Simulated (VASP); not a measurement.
Runs of VASP 6.6.1 on Pt. The structure is that of space group P6_3/mmc (No. 194), or close to it. The cells are those of the table. 

| cell | gap on the mesh (eV) | pressure (GPa) |
| --- | --- | --- |
| a = 2.922, b = 2.922, c = 5.084 Å, angles 90.0, 90.0, 120.0°, 2 atoms | none | (a) |
| a = 2.737, b = 2.737, c = 4.762 Å, angles 90.0, 90.0, 120.0°, 2 atoms | none | 21.7 |
| a = 2.776, b = 2.776, c = 4.830 Å, angles 90.0, 90.0, 120.0°, 2 atoms | none | 9.9 |
| a = 2.851, b = 2.851, c = 4.960 Å, angles 90.0, 90.0, 120.0°, 2 atoms | none | -6.1 |
| a = 2.814, b = 2.814, c = 4.896 Å, angles 90.0, 90.0, 120.0°, 2 atoms | none | (b) |

Alike in all rows: task single point; level BLYP; potentials or basis VASP PAW PBE potentials, release 64 (Pt); no spin polarisation; k mesh 14 × 14 × 7; cutoff (eV) 520; smearing fermi-dirac 0.1 eV.

Fill in the values left out.

(a) -15.4; (b) 0.9.

Caveats: the PAW data sets were made with another functional, which shifts forces and pressure a little; spin-orbit coupling is left out, which moves the levels of the heavy elements.

A k mesh can miss the band edges, and the runs leave out spin-orbit coupling on Pt.

A gap of «none» marks levels without a gap at the run's occupations.
